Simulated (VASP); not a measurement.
# Sc3Re (Pm-3m) in VASP: a series of runs

Runs on Sc3Re. Level: PBE. Tasks: single point, relaxation of cell and atoms.

Program: VASP 6.6.1. These are calculated values, not measurements. Logs are shortened: lines on timing, memory, paths and dates and some standing lists are left out, and cuts for length are marked.

## Step 1: The cell of the first run

It takes space group Pm-3m (No. 221, cubic). The conventional cell has a = 4.134 Å, b = 4.134 Å, c = 4.134 Å, α = 90.00°, β = 90.00°, γ = 90.00°. Within 3.9 Å of Sc (site symmetry 4/mmm) lie 8 Sc at 2.92 Å and 4 Re at 2.92 Å. Within 3.9 Å of Re (site symmetry m-3m) lie 12 Sc at 2.92 Å.

## Step 2: Single point, PBE

INCAR reads:

```
SYSTEM = Sc3Re
ALGO     = Normal         ! electronic algorithm
EDIFF    = 1E-6           ! SCF threshold, eV
ENCUT    = 520            ! plane-wave cutoff, eV
GGA      = PE             ! functional
ISIF     = 2              ! what is computed and relaxed
ISMEAR   = 0              ! smearing method
LASPH    = .TRUE.         ! aspherical terms in the spheres
LCHARG   = .FALSE.        ! write CHGCAR
LREAL    = .FALSE.        ! projectors in reciprocal space
LWAVE    = .FALSE.        ! write WAVECAR
NBANDS   = 28             ! bands
NELM     = 100            ! most SCF steps
PREC     = Accurate       ! precision mode
SIGMA    = 0.1            ! smearing width, eV
```

KPOINTS reads:

```
k-points
0
G
  4 4 4
  0 0 0
```

POSCAR reads:

```
Sc3Re
1.0
    4.1338729917      0.0000000000      0.0000000000
    0.0000000000      4.1338729917      0.0000000000
    0.0000000000      0.0000000000      4.1338729917
Sc Re
3 1
Direct
    0.0000000000      0.5000000000      0.5000000000
    0.5000000000      0.0000000000      0.5000000000
    0.5000000000      0.5000000000      0.0000000000
    0.0000000000      0.0000000000      0.0000000000
```

Potentials or basis: VASP PAW PBE potentials, release 64 (Sc_sv, Re).

The run is started by

```console
> cat potpaw_PBE.64/Sc_sv/POTCAR potpaw_PBE.64/Re/POTCAR > POTCAR
> mpirun -np 1 vasp_std > vasp.out
```

OUTCAR:

```text
SYSTEM = Sc3Re
   EDIFF = 1E-6
   ENCUT = 520
   GGA = PE
   ISIF = 2
   ISMEAR = 0
   LASPH = .TRUE.
   LREAL = .FALSE.
   NELM = 100
   PREC = Accurate

 ion  position               nearest neighbor table
   1  0.000  0.500  0.500-   2 2.92   3 2.92   4 2.92   3 2.92   4 2.92   2 2.92   4 2.92   4 2.92
                             2 2.92   3 2.92   3 2.92   2 2.92
   2  0.500  0.000  0.500-   1 2.92   3 2.92   4 2.92   3 2.92   4 2.92   1 2.92   3 2.92   3 2.92
                             1 2.92   4 2.92   4 2.92   1 2.92
   3  0.500  0.500  0.000-   1 2.92   2 2.92   4 2.92   1 2.92   2 2.92   2 2.92   4 2.92   2 2.92
                             1 2.92   4 2.92   1 2.92   4 2.92
   4  0.000  0.000  0.000-   1 2.92   2 2.92   3 2.92   1 2.92   2 2.92   1 2.92   3 2.92   1 2.92
                             2 2.92   3 2.92   2 2.92   3 2.92

  LATTYP: Found a simple cubic cell.
 ALAT       =     4.1338729917

  Lattice vectors:

 A1 = (   4.1338729917,   0.0000000000,   0.0000000000)
 A2 = (   0.0000000000,   4.1338729917,   0.0000000000)
 A3 = (   0.0000000000,   0.0000000000,   4.1338729917)

Analysis of symmetry for initial positions (statically):
=====================================================================
 Subroutine PRICEL returns:
 Original cell was already a primitive cell.

 Routine SETGRP: Setting up the symmetry group for a
 simple cubic supercell.

 Subroutine GETGRP returns: Found 48 space group operations
 (whereof 48 operations were pure point group operations)
 out of a pool of 48 trial point group operations.

The static configuration has the point symmetry O_h .

Analysis of symmetry for dynamics (positions and initial velocities):
=====================================================================
 Subroutine PRICEL returns:
 Original cell was already a primitive cell.

 Routine SETGRP: Setting up the symmetry group for a
 simple cubic supercell.

 Subroutine GETGRP returns: Found 48 space group operations
 (whereof 48 operations were pure point group operations)
 out of a pool of 48 trial point group operations.

The dynamic configuration has the point symmetry O_h .

 Subroutine INISYM returns: Found 48 space group operations
 (whereof 48 operations are pure point group operations),
 and found     1 'primitive' translations

----------------------------------------------------------------------------------------

                                     Primitive cell

  volume of cell :      70.6434

  direct lattice vectors                    reciprocal lattice vectors
     4.133872992  0.000000000  0.000000000     0.241903900  0.000000000  0.000000000
     0.000000000  4.133872992  0.000000000     0.000000000  0.241903900  0.000000000
     0.000000000  0.000000000  4.133872992     0.000000000  0.000000000  0.241903900

  length of vectors
     4.133872992  4.133872992  4.133872992     0.241903900  0.241903900  0.241903900

  position of ions in fractional coordinates (direct lattice)
     0.000000000  0.500000000  0.500000000
     0.500000000  0.000000000  0.500000000
     0.500000000  0.500000000  0.000000000
     0.000000000  0.000000000  0.000000000

  ion indices of the primitive-cell ions
   primitive index   ion index
                 1           1
                 2           2
                 3           3
                 4           4

----------------------------------------------------------------------------------------

 KPOINTS: k-points

Automatic generation of k-mesh.
 Grid dimensions read from file:
 generate k-points for:    4    4    4

 Generating k-lattice:

  Cartesian coordinates                     Fractional coordinates (reciprocal lattice)
     0.060475975  0.000000000  0.000000000     0.250000000  0.000000000  0.000000000
     0.000000000  0.060475975  0.000000000     0.000000000  0.250000000  0.000000000
     0.000000000  0.000000000  0.060475975     0.000000000  0.000000000  0.250000000

  Length of vectors
     0.060475975  0.060475975  0.060475975

  Shift w.r.t. Gamma in fractional coordinates (k-lattice)
     0.000000000  0.000000000  0.000000000

 Subroutine IBZKPT returns following result:
 ===========================================

 Found     10 irreducible k-points:

 Following reciprocal coordinates:
            Coordinates               Weight
  0.000000  0.000000  0.000000      1.000000
  0.250000  0.000000  0.000000      6.000000
  0.500000  0.000000  0.000000      3.000000
  0.250000  0.250000  0.000000     12.000000
  0.500000  0.250000  0.000000     12.000000
  0.500000  0.500000  0.000000      3.000000
  0.250000  0.250000  0.250000      8.000000
  0.500000  0.250000  0.250000     12.000000
  0.500000  0.500000  0.250000      6.000000
  0.500000  0.500000  0.500000      1.000000
   k-points           NKPTS =     10   k-points in BZ     NKDIM =     10   number of bands    NBANDS=     28
   number of dos      NEDOS =    301   number of ions     NIONS =      4
   total plane-waves  NPLWV =  32768
   dimension x,y,z NGX =    32 NGY =   32 NGZ =   32
   dimension x,y,z NGXF=    64 NGYF=   64 NGZF=   64
   ions per type =               3   1
   NGX,Y,Z   is equivalent  to a cutoff of  12.87, 12.87, 12.87 a.u.
   NGXF,Y,Z  is equivalent  to a cutoff of  25.74, 25.74, 25.74 a.u.
 SYSTEM =  Sc3Re
   PREC   = accura    normal or accurate (medium, high low for compatibility)
   ISTART =      0    job   : 0-new  1-cont  2-samecut
   ICHARG =      2    charge: 1-file 2-atom 10-const
   ISPIN  =      1    spin polarized calculation?
   LNONCOLLINEAR =      F non collinear calculations
   LSORBIT =      F    spin-orbit coupling
   LASPH  =      T    aspherical Exc in radial PAW
   ENCUT  =  520.0 eV  38.22 Ry    6.18 a.u.   7.69  7.69  7.69*2*pi/ulx,y,z
   NELM   =    100;   NELMIN=  2; NELMDL= -5     # of ELM steps
   EDIFF  = 0.1E-05   stopping-criterion for ELM
   LREAL  =      F    real-space projection
   EDIFFG = 0.1E-04   stopping-criterion for IOM
   NSW    =      0    number of steps for IOM
   IBRION =     -1    ionic relax: 0-MD 1-quasi-New 2-CG
   NFREE  =      0    steps in history (QN), initial steepest desc. (CG)
   ISIF   =      2    stress and relaxation
   ISYM   =      2    0-nonsym 1-usesym 2-fastsym
   POTIM  = 0.5000    time-step for ionic-motion
   TEBEG  =    0.0;   TEEND  =   0.0 temperature during run
   PSTRESS=    0.0 pullay stress
   NELECT =      40.0000    total number of electrons
   NUPDOWN=      -1.0000    fix difference up-down
   EMIN   =  10.00;   EMAX   =-10.00  energy-range for DOS
   EFERMI =   0.00;   METHOD = LEGACY
   ISMEAR =     0;   SIGMA  =   0.10  broadening in eV -4-tet -1-fermi 0-gaus
   EFERMI_NEDOS =   21; number of points for ismear=-14 and -15
   IALGO  =     38    algorithm
   IMIX   =      4    mixing-type and parameters
     AMIX     =   0.40;   BMIX     =  1.00
     AMIX_MAG =   1.60;   BMIX_MAG =  1.00
  volume/ion in A,a.u.               =      17.66       119.18
  Fermi-wavevector in a.u.,A,eV,Ry     =   1.354371  2.559390 24.957456  1.834321
  Thomas-Fermi vector in A             =   2.481548
   LORBIT       =      0    0 simple, 1 ext, 2 COOP (PROOUT), +10 PAW based schemes
   GGA     = PE    functional components
   LHFCALC =     F    Hartree Fock is set to
   AEXX    =    0.0000 exact exchange contribution
   IVDW    =     0    specifies the selected vdW correction
   LEPSILON=     F    determine dielectric tensor
   LRPA    =     F    only Hartree local field effects (RPA)
 non-spin polarized calculation
 Gauss-broadening in eV      SIGMA  =   0.10
  energy-cutoff  :      520.00
  volume of cell :       70.64
 maximum number of plane-waves:      1935
 NGX is ok and might be reduce to    32
   NGX = 15   NGY = 15   NGZ = 15

 number of electron      39.9999980 magnetization

 Free energy of the ion-electron system (eV)
  ---------------------------------------------------
  ext. energy  EPLUGINS =         0.00000000
  ---------------------------------------------------
  free energy    TOTEN  =       -30.21240770 eV

  energy without entropy =      -30.15585335  energy(sigma->0) =      -30.18413053

 E-fermi :   6.0021     XC(G=0): -11.6528

 val. band max:        5.9912298438   @ k =   0.5000   0.2500   0.2500
 cond. band min:       6.0187496320   @ k =   0.5000   0.5000   0.0000
 fundamental gap:      0.0275197882
 Fermi energy:         6.0021025708

 k-point     1 :       0.0000    0.0000    0.0000
  band No.  band energies     occupation
      1     -43.0240      2.00000
      2     -42.7973      2.00000
      3     -42.7973      2.00000
      4     -22.0035      2.00000
      5     -22.0035      2.00000
      6     -22.0035      2.00000
[... 20 lines left out ...]
     27       9.1938      0.00000
     28      10.7369      0.00000

 k-point     2 :       0.2500    0.0000    0.0000
  band No.  band energies     occupation
      1     -42.9946      2.00000
      2     -42.8260      2.00000
      3     -42.7968      2.00000
      4     -21.9483      2.00000
      5     -21.9483      2.00000
      6     -21.9130      2.00000
[... 20 lines left out ...]
     27       9.3440      0.00000
     28       9.7540      0.00000

 k-point     3 :       0.5000    0.0000    0.0000
  band No.  band energies     occupation
      1     -42.9471      2.00000
      2     -42.8728      2.00000
      3     -42.7963      2.00000
      4     -21.8763      2.00000
      5     -21.8763      2.00000
      6     -21.6919      2.00000
[... 20 lines left out ...]
     27       8.5686      0.00000
     28       9.1104      0.00000

 k-point     4 :       0.2500    0.2500    0.0000
  band No.  band energies     occupation
      1     -42.9688      2.00000
      2     -42.8343      2.00000
      3     -42.8132      2.00000
      4     -22.0025      2.00000
      5     -21.8882      2.00000
      6     -21.7587      2.00000
[... 144 lines left out ...]
     27       7.8111      0.00000
     28       8.5778      0.00000

 k-point     9 :       0.5000    0.5000    0.2500
  band No.  band energies     occupation
      1     -42.8713      2.00000
      2     -42.8708      2.00000
      3     -42.8708      2.00000
      4     -22.2166      2.00000
      5     -21.8923      2.00000
      6     -21.7869      2.00000
[... 20 lines left out ...]
     27       7.7018      0.00000
     28       8.0033      0.00000

 k-point    10 :       0.5000    0.5000    0.5000
  band No.  band energies     occupation
      1     -42.8706      2.00000
      2     -42.8706      2.00000
      3     -42.8706      2.00000
      4     -22.3386      2.00000
      5     -21.8823      2.00000
      6     -21.8823      2.00000
[... 20 lines left out ...]
     27       7.6070      0.00000
     28       7.6070      0.00000

------------------------ aborting loop because EDIFF is reached ----------------------------------------

  FORCE on cell =-STRESS in cart. coord.  units (eV):
  Direction    XX          YY          ZZ          XY          YZ          ZX
  --------------------------------------------------------------------------------------
  -------------------------------------------------------------------------------------
  Total        6.7364464      6.7364464      6.7364464     -0.0000000     -0.0000000      0.0000000
  in kB      152.7812468    152.7812468    152.7812468     -0.0000000     -0.0000000      0.0000000
  external PRESSURE =     152.7812468 kB  Pullay stress =       0.0000000 kB

 VOLUME and BASIS-vectors are now :
 -----------------------------------------------------------------------------
  energy-cutoff  :      520.00
  volume of cell :       70.64
      direct lattice vectors                 reciprocal lattice vectors
     4.133872992  0.000000000  0.000000000     0.241903900  0.000000000  0.000000000
     0.000000000  4.133872992  0.000000000     0.000000000  0.241903900  0.000000000
     0.000000000  0.000000000  4.133872992     0.000000000  0.000000000  0.241903900

 POSITION                                       TOTAL-FORCE (eV/Angst)
 -----------------------------------------------------------------------------------
      0.00000      2.06694      2.06694         0.000000      0.000000      0.000000
      2.06694      0.00000      2.06694         0.000000      0.000000      0.000000
      2.06694      2.06694      0.00000         0.000000      0.000000      0.000000
      0.00000      0.00000      0.00000         0.000000      0.000000      0.000000
 -----------------------------------------------------------------------------------
    total drift:                                0.000000     -0.000000     -0.000000

  FREE ENERGIE OF THE ION-ELECTRON SYSTEM (eV)
  ---------------------------------------------------
  free  energy   TOTEN  =       -30.2124077039 eV

  energy  without entropy=      -30.1558533537  energy(sigma->0) =      -30.18413053
```

Run time: 57 s. Hardware: 1 thread of AMD EPYC 7R13, shared host; peak memory 0.15 GiB.

What came out:

```yaml
Free_energy: -30.2124 eV
Pressure: 15.3 GPa
Band_gap_on_the_k_mesh: zero (bands 20 and 21 overlap by 1.14 eV)
```

Levels at points of the mesh, in eV from the Fermi level:
```
           k point  band 16  band 17  band 18  band 19  band 20  band 21  band 22  band 23  band 24  band 25
(0.00, 0.00, 0.00)    -2.96    -2.48    -2.48    -2.48     1.10     1.10     1.10     3.18     3.18     3.18
(0.50, 0.00, 0.00)    -1.74    -1.46    -1.30    -1.30    -0.13    -0.04     0.03     0.03     1.98     2.35
(0.50, 0.50, 0.00)    -1.81    -1.30    -1.30    -1.29    -0.35     0.02     0.19     0.25     0.50     0.50
(0.50, 0.50, 0.50)    -3.21    -0.37    -0.37     0.77     0.77     0.77     0.89     0.89     0.89     0.99
```

Caveat: the k points lie up to 0.38 Å⁻¹ apart, too coarse for converged energies and pressures of a metal; spin-orbit coupling is left out, which moves the levels of the heavy elements.

## Step 3: Single point, PBE

This run uses another cell than the first one, of 20.13 Å³/atom.

INCAR reads:

```
SYSTEM = Sc3Re
PREC = Accurate ; ENCUT = 520
EDIFF = 1E-7 ; ISMEAR = 0
SIGMA = 0.1 ; LREAL = .FALSE.
LASPH = .TRUE. ; NELM = 80
ALGO = Normal ; ISIF = 2
LWAVE = .FALSE. ; LCHARG = .FALSE.
GGA = PE ; NBANDS = 28
```

KPOINTS reads:

```
Automatic mesh
0
G
  4 4 4
  0 0 0
```

POSCAR reads:

```
Sc3Re
1.0
    4.3181229329      0.0000000000      0.0000000000
    0.0000000000      4.3181229329      0.0000000000
    0.0000000000      0.0000000000      4.3181229329
Sc Re
3 1
Direct
    0.0000000000      0.5000000000      0.5000000000
    0.5000000000      0.0000000000      0.5000000000
    0.5000000000      0.5000000000      0.0000000000
    0.0000000000      0.0000000000      0.0000000000
```

Potentials or basis: VASP PAW PBE potentials, release 64 (Sc_sv, Re).

The run is started by

```console
> cat potpaw_PBE.64/Sc_sv/POTCAR potpaw_PBE.64/Re/POTCAR > POTCAR
> mpirun -np 1 vasp_std > vasp.out
```

It took 64 s on 1 thread of AMD EPYC 7R13, shared host; peak memory 0.15 GiB.

The run converged. Its results:

| Quantity | Value |
| --- | --- |
| Free energy | -30.6404 eV |
| Pressure | -0.2 GPa |
| Band gap on the k mesh | zero (bands 20 and 21 overlap by 1.07 eV) |

Levels at points of the mesh, in eV from the Fermi level:
```tsv
k point	band 18	band 19	band 20	band 21	band 22	band 23
(0.00, 0.00, 0.00)	-2.05	-2.05	1.01	1.01	1.01	2.52
(0.50, 0.00, 0.00)	-1.18	-1.18	-0.06	0.01	0.02	0.02
(0.50, 0.50, 0.00)	-1.15	-1.06	-0.29	0.06	0.18	0.21
(0.50, 0.50, 0.50)	-0.28	0.52	0.52	0.52	0.55	0.72
```

Caveat: the k points lie up to 0.36 Å⁻¹ apart, too coarse for converged energies and pressures of a metal; spin-orbit coupling is left out, which moves the levels of the heavy elements.

## Step 4: Relaxation of cell and atoms, PBE

INCAR reads:

```
SYSTEM = Sc3Re
PREC = Accurate
ENCUT = 600
EDIFF = 1E-7
ISMEAR = 0
SIGMA = 0.1
LREAL = .FALSE.
LASPH = .TRUE.
NELM = 80
ALGO = Fast
ISIF = 3
LWAVE = .FALSE.
LCHARG = .FALSE.
GGA = PE
IBRION = 2
NSW = 90
EDIFFG = -0.04
```

KPOINTS reads:

```
regular mesh
0
G
  4 4 4
  0 0 0
```

POSCAR reads:

```
Sc3Re
1.0
    4.1338729917      0.0000000000      0.0000000000
    0.0000000000      4.1338729917      0.0000000000
    0.0000000000      0.0000000000      4.1338729917
Sc Re
3 1
Direct
    0.0000000000      0.5000000000      0.5000000000
    0.5000000000      0.0000000000      0.5000000000
    0.5000000000      0.5000000000      0.0000000000
    0.0000000000      0.0000000000      0.0000000000
```

The run is started by

```console
> cat potpaw_PBE.64/Sc_sv/POTCAR potpaw_PBE.64/Re/POTCAR > POTCAR
> mpirun -np 1 vasp_std > vasp.out
```

Wall time 12 min (1 thread of AMD EPYC 7R13, shared host); peak memory 0.19 GiB.

Results (log left out):

| Item | Value |
| --- | --- |
| Free energy | -30.6391 eV |
| Relaxed volume | 20.13 Å³/atom |
| Relaxed cell | a = 4.318 Å, b = 4.318 Å, c = 4.318 Å, α = 90.00°, β = 90.00°, γ = 90.00° |
| Space group after relaxing (to 0.1 Å) | Pm-3m (No. 221) |
| Energy gained by relaxing | 106.3 meV/atom |
| Ionic steps | 3 |
| Pressure after relaxing | -0.1 GPa |
| Band gap on the k mesh | zero (bands 20 and 21 overlap by 1.07 eV) |

The path:
```tsv
step	energy change (eV)	largest force (eV/Å)	pressure (GPa)	volume (Å³)
1	0.0000	0.0000	15.36	70.64
2	-0.1691	0.0000	-8.37	89.41
3	-0.4252	0.0000	-0.14	80.50
```

Final structure:
```yaml
crystal:
  lattice:
    - [4.31789, 0.00000, 0.00000]
    - [0.00000, 4.31789, 0.00000]
    - [0.00000, 0.00000, 4.31789]
  atoms:
    - { symbol: Sc, position: [0.00000, 0.50000, 0.50000] }
    - { symbol: Sc, position: [0.50000, 0.00000, 0.50000] }
    - { symbol: Sc, position: [0.50000, 0.50000, 0.00000] }
    - { symbol: Re, position: [0.00000, 0.00000, 0.00000] }
```

Levels at points of the mesh, in eV from the Fermi level:
```tsv
k point	band 18	band 19	band 20	band 21	band 22	band 23
(0.00, 0.00, 0.00)	-2.05	-2.05	1.01	1.01	1.01	2.52
(0.50, 0.00, 0.00)	-1.18	-1.18	-0.06	0.01	0.02	0.02
(0.50, 0.50, 0.00)	-1.15	-1.06	-0.29	0.06	0.18	0.22
(0.50, 0.50, 0.50)	-0.28	0.52	0.53	0.55	0.72	0.73
```

Caveat: the k points lie up to 0.36 Å⁻¹ apart in the final cell, too coarse for converged energies and pressures of a metal; spin-orbit coupling is left out, which moves the levels of the heavy elements.

## Step 5: The runs side by side

```csv
task,cell,cutoff (eV),gap on the mesh (eV),pressure (GPa)
single point,"a = 4.134 Å, 4 atoms",520,none,15.3
single point,"a = 4.318 Å, 4 atoms",520,none,-0.2
relaxation of cell and atoms,"relaxed from a = 4.134 Å, 4 atoms",600,none,-0.1
```

Alike in all rows: level PBE; potentials or basis VASP PAW PBE potentials, release 64 (Sc_sv, Re); no spin polarisation; k mesh 4 × 4 × 4; smearing gaussian 0.1 eV.

Caveats: all runs use coarse meshes; spin-orbit coupling is left out, which moves the levels of the heavy elements.

Absolute energies hang on the potentials; compare differences alone.
